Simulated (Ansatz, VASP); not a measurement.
**Two plane-wave programs on Cu5Mo**

INCAR

```
  PREC = Accurate
  ENCUT = 600
  EDIFF = 1E-7
  ISMEAR = 0
  SIGMA = 0.2
  LREAL = F
  LASPH = T
  NELM = 120
  ALGO = Normal
  ISIF = 3
  LWAVE = F
  LCHARG = F
  GGA = PE
  IBRION = 2
  NSW = 36
  EDIFFG = -0.08
  GGA_COMPAT = F
  NELMIN = 4
```

The input KPOINTS:

```
Automatic mesh
0
Gamma
  4 4 4
```

The input POSCAR:

```
Cu5Mo
1.0
    0.0000000000      3.3774777900      3.3774777900
    3.3774777900      0.0000000000      3.3774777900
    3.3774777900      3.3774777900      0.0000000000
Cu Mo
5 1
Direct
    0.2500000000      0.2500000000      0.2500000000
    0.1277616000      0.6240794700      0.6240794700
    0.6240794700      0.6240794700      0.6240794700
    0.6240794700      0.6240794700      0.1277616000
    0.6240794700      0.1277616000      0.6240794700
    0.0000000000      0.0000000000      0.0000000000
```

Input for Ansatz:

```yaml
crystal:
  lattice:
    - [0.0, 3.37747779, 3.37747779]
    - [3.37747779, 0.0, 3.37747779]
    - [3.37747779, 3.37747779, 0.0]
  atoms:
    - { symbol: Cu, position: [0.25, 0.25, 0.25] }
    - { symbol: Cu, position: [0.1277616, 0.62407947, 0.62407947] }
    - { symbol: Cu, position: [0.62407947, 0.62407947, 0.62407947] }
    - { symbol: Cu, position: [0.62407947, 0.62407947, 0.1277616] }
    - { symbol: Cu, position: [0.62407947, 0.1277616, 0.62407947] }
    - { symbol: Mo, position: [0.0, 0.0, 0.0] }
basis:
  ecutwfc: 420
kpoints:
  mp_grid: { grid: [4, 4, 4] }
hamiltonian:
  xc: pbe
scf:
  occupations: { method: gaussian, width: 0.2 }
  lower_state_search: "off"
output:
  forces: true
  stress: true
  eigenvalues: true
relax:
  adjacent_minimum: "off"
  f_tol: 0.08
  max_steps: 16
  cell: { stress_tol: 0.8 }
```

Change from the starting cell: species swapped into the TmCu5 type (F-43m, No. 216).

Alike in both runs: task relaxation of cell and atoms; functional PBE; k mesh 4 × 4 × 4; occupations gaussian, width 0.2 eV; no spin polarisation.

|  | VASP | Ansatz |
| --- | --- | --- |
| version | VASP 6.6.1 | Ansatz 0.2.0 |
| potentials or method | VASP PAW PBE potentials, release 64 (Cu, Mo_sv), cutoff 600 eV | scalar-relativistic, plane waves, PAW |
| valence electrons in the cell | 69 | 109 |

VASP gave:

- gap on the k mesh at the Fermi level, each at its own relaxed structure (eV): none
- relaxed volume (Å³/atom): 12.87
- relaxed cell length with the largest relative difference (Å): 4.779

Problem. Estimate Ansatz's values.

Solution. gap on the k mesh at the Fermi level, each at its own relaxed structure (eV): none; relaxed volume (Å³/atom): 12.82; relaxed cell length with the largest relative difference (Å): 4.773.

A gap of «none» marks a metal or a gap that the smearing closes. VASP's potentials hold 69 valence electrons a cell and Ansatz's 109, so a difference there can come from the potentials and not from the codes.

The k mesh is coarse, so the values compare programs but aren't converged.
